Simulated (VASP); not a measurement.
Runs of VASP 6.6.1 on Ta. The structure is that of space group P6_3/mmc (No. 194), or close to it. The cells are those of the table. This isn't the form of Ta at room conditions, which is bcc.

```csv
task,cell,k mesh,cutoff (eV),gap on the mesh (eV),pressure (GPa),relaxed volume (Å³/atom)
single point,"a = 4.612, b = 4.612, c = 4.895 Å, angles 90.0, 90.0, 120.0°, 4 atoms",12 × 12 × 10,520,none,0.2,-
single point,"a = 3.233, b = 3.233, c = 8.806 Å, angles 90.0, 90.0, 120.0°, 4 atoms",6 × 6 × 2,520,none,(a),-
relaxation of cell and atoms,"relaxed from a = 4.633, b = 4.633, c = 4.798 Å, angles 90.0, 90.0, 120.0°, 4 atoms",6 × 6 × 4,600,none,0.0,22.51
single point,"a = 4.633, b = 4.633, c = 4.798 Å, angles 90.0, 90.0, 120.0°, 4 atoms",6 × 6 × 2,520,none,0.2,-
relaxation of cell and atoms,"relaxed from a = 3.233, b = 3.233, c = 8.806 Å, angles 90.0, 90.0, 120.0°, 4 atoms",6 × 6 × 2,600,none,0.0,22.32
single point,"a = 4.627, b = 4.627, c = 4.848 Å, angles 90.0, 90.0, 120.0°, 4 atoms",6 × 6 × 4,520,none,0.2,-
```

Alike in all rows: level PBE; potentials or basis VASP PAW PBE potentials, release 64 (Ta_pv); no spin polarisation; smearing gaussian 0.1 eV.

Fill in the values left out.

(a) 196.1.

Caveats: some runs use coarse meshes; spin-orbit coupling is left out, which moves the levels of the heavy elements; atoms lie so close that the PAW spheres overlap strongly, which falsifies energies and pressures (at least some runs); a cell axis changed by over 15 % at a fixed basis, so the end point is rough (at least some runs).

A k mesh can miss the band edges, and the runs leave out spin-orbit coupling on Ta.

A gap of «none» marks levels without a gap at the run's occupations.
